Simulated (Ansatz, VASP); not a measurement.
## One calculation of Si, two programs

The input INCAR:

```
ALGO = Normal
EDIFF = 1E-7
ENCUT = 520
GGA = PE
ISIF = 2
ISMEAR = -1
LASPH = True
LCHARG = False
LREAL = False
LWAVE = False
NBANDS = 16
NELM = 60
PREC = Accurate
SIGMA = 0.1
```

The input KPOINTS:

```
k-points
0
Gamma
  7 7 7
```

File POSCAR:

```
Si
1.0
   -3.3835420751      3.3835420751      1.9559715682
    3.3835420751     -3.3835420751      1.9559715682
    3.3835420751      3.3835420751     -1.9559715682
Si
4
Direct
    0.1788010000      0.1788010000      0.3576020000
    0.8211990000      0.8211990000      0.6423980000
    0.1788010000      0.8211990000      0.0000000000
    0.8211990000      0.1788010000      0.0000000000
```

Input for Ansatz:

```yaml
crystal:
  lattice:
    - [-3.383542075147595, 3.383542075147595, 1.955971568210045]
    - [3.383542075147595, -3.383542075147595, 1.955971568210045]
    - [3.383542075147595, 3.383542075147595, -1.955971568210045]
  atoms:
    - { symbol: Si, position: [0.178801, 0.178801, 0.357602] }
    - { symbol: Si, position: [0.821199, 0.821199, 0.642398] }
    - { symbol: Si, position: [0.178801, 0.821199, 0.0] }
    - { symbol: Si, position: [0.821199, 0.178801, 0.0] }
basis:
  ecutwfc: 450.0
kpoints:
  mp_grid:
    grid: [7, 7, 7]
hamiltonian:
  xc: pbe
scf:
  occupations:
    method: fermi_dirac
output:
  stress: true
```

Alike in both runs: task single point; functional PBE; k mesh 7 × 7 × 7; no spin polarisation.

|  | VASP | Ansatz |
| --- | --- | --- |
| version | VASP 6.6.1 | Ansatz 0.2.0 |
| potentials or method | VASP PAW PBE potentials, release 64 (Si), cutoff 520 eV | plane waves, PAW |
| occupations | fermi-dirac, width 0.1 eV | fermi-dirac |
| valence electrons in the cell | 16 | 16 |

```tsv
	VASP	Ansatz	Ansatz less VASP
pressure (GPa)	-2.8	-2.7	+0.07
traceless stress, the component that is largest in VASP (GPa)	-0.12	-0.11	+0.013
```
